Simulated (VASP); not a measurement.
NaPbI3, 5 atoms in the cell. It takes space group P4/mmm (No. 123, tetragonal). The conventional cell has a = 6.317 Å, b = 6.317 Å, c = 6.128 Å, α = 90.00°, β = 90.00°, γ = 90.00°. Na (site symmetry 4/mmm) has 12 I at 4.40 to 4.47 Å and 8 Pb at 5.42 Å within 5.8 Å. Within 4.0 Å of Pb (site symmetry 4/mmm) lie 6 I at 3.06 to 3.16 Å. Within 4.0 Å of I (site symmetry 4/mmm) lie 2 Pb at 3.06 Å. I (site symmetry mmm) has 2 Pb at 3.16 Å within 4.2 Å.  This cell differs from its parent crystal: uniaxial z strain -3.0%.

- Program: VASP 6.6.1
- Task: single point
- Functional: r2SCAN
- Potentials or basis: VASP PAW PBE potentials, release 64 (Na_pv, Pb_d, I)
- Cutoff: 520 eV
- k mesh: 4 × 4 × 4
- Occupations: gaussian, width 0.01 eV
- Spin: no spin polarisation
- Dipole correction: no
- Further INCAR settings: ALGO = Normal; EDIFF = 1e-06; NBANDS = 29

Potentials or basis: VASP PAW PBE potentials, release 64 (Na_pv, Pb_d, I).

Command:

```bash
$ cat potpaw_PBE.64/Na_pv/POTCAR potpaw_PBE.64/Pb_d/POTCAR potpaw_PBE.64/I/POTCAR > POTCAR
$ cp INCAR.step1 INCAR
$ mpirun -np 1 vasp_std > vasp.out
$ cp INCAR.step2 INCAR
$ mpirun -np 1 vasp_std > vasp.out
```

Hardware: 1 thread of AMD EPYC 9755 128-Core Processor (shared host).

Problem. How long does it take, and how much memory?

Solution. Wall time 11 min on 1 thread of AMD EPYC 9755 128-Core Processor, with other jobs on the host, peak memory 0.4 GiB. Counts: k points 18.
